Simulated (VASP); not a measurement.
Runs of VASP 6.6.1 on CdO. The structure is that of space group Fm-3m (No. 225), or close to it. The cells are those of the table. 

```csv
level,cell,k mesh,cutoff (eV),gap on the mesh (eV),pressure (GPa)
PBE,"a = 3.405 Å, angles 60.0°, 2 atoms",8 × 8 × 8,600,none,-2.6
PBE,"a = 3.328 Å, angles 60.0°, 2 atoms",10 × 10 × 10,600,none,6.6
r2SCAN,"a = 3.393 Å, angles 60.0°, 2 atoms",8 × 8 × 8,660,none,(a)
PBE,"a = 3.438 Å, angles 60.0°, 2 atoms",8 × 8 × 8,600,none,-5.7
r2SCAN,"a = 3.294 Å, angles 60.0°, 2 atoms",8 × 8 × 8,660,0.13,6.6
```

Alike in all rows: task single point; potentials or basis VASP PAW PBE potentials, release 64 (Cd, O); no spin polarisation; smearing fermi-dirac 0.02 eV.

Question: Fill in the values left out.

Answer: (a) -6.4.

Caveats: semilocal functionals underestimate gaps, so a narrow gap can read as zero (at least some runs); the cell stands under pressure (at least some runs); the cell stands under tension (at least some runs); the PAW data sets were made with another functional, which shifts forces and pressure a little (at least some runs).

A k mesh can miss the band edges, and the runs leave out spin-orbit coupling on Cd.

A gap of «none» marks levels without a gap at the run's occupations.
